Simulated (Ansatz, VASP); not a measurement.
**One calculation of BAs, two programs**

```
B As
1.0
     3.36586    0.00000    0.00000
    -1.68293    2.91492    0.00000
     0.00000    0.00000    8.88363
B As
2 2
Direct
  0.33333 0.66667 0.25000
  0.66667 0.33333 0.75000
  0.66667 0.33333 0.25000
  0.33333 0.66667 0.75000
```

Change from the starting cell: uniaxial_z strain +1.6%.

Alike in both runs: task single point; functional PBE; k mesh 12 × 12 × 4; occupations fermi-dirac, width 0.02 eV; no spin polarisation.

|  | VASP | Ansatz |
| --- | --- | --- |
| version | VASP 6.6.1 | Ansatz 0.2.0 |
| potentials or method | VASP PAW PBE potentials, release 64 (B, As_d) | plane waves, PAW |
| plane-wave cutoff (eV) | 560 | 420 |
| valence electrons in the cell | 36 | 36 |

```tsv
	VASP	Ansatz	Ansatz less VASP
pressure (GPa)	1.3	1.5	+0.18
traceless stress, the component that is largest in VASP (GPa)	-0.79	-0.97	-0.174
```
